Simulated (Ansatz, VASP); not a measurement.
B3P2: VASP beside Ansatz

```xyz
5
Lattice="3.3943 0.0000 0.0000 -1.6971 2.9395 0.0000 0.0000 0.0000 5.2809" Properties=species:S:1:pos:R:3 pbc="T T T"
B     0.0000    0.0000    0.0000
B     0.0000    1.9597    3.4062
B     1.6971    0.9798    1.8747
P     0.0000    1.9597    1.2938
P     1.6971    0.9798    3.9871
```

Alike in both runs: task single point; functional PBE; k mesh 6 × 6 × 4; occupations gaussian, width 0.1 eV; no spin polarisation.

|  | VASP | Ansatz |
| --- | --- | --- |
| version | VASP 6.6.1 | Ansatz 0.2.0 |
| potentials or method | VASP PAW PBE potentials, release 64 (B, P), cutoff 520 eV | scalar-relativistic, plane waves, PAW |
| valence electrons in the cell | 19 | 19 |

VASP gave:

```
gap on the k mesh at the Fermi level (eV)                     : none
pressure (GPa)                                                : -2.1
traceless stress, the component that is largest in VASP (GPa) : 12.94
rms of the force components (eV/Å)                            : 0.200
```

**Question.** Estimate Ansatz's values.

**Answer.** gap on the k mesh at the Fermi level (eV): none; pressure (GPa): -1.9; traceless stress, the component that is largest in VASP (GPa): 12.96; rms of the force components (eV/Å): 0.203.

Atom by atom the forces differ by 0.005 eV/Å (rms over components). A gap of «none» marks a metal or a gap that the smearing closes. The functional is the same, so the differences come from potentials, cutoffs and numerics.
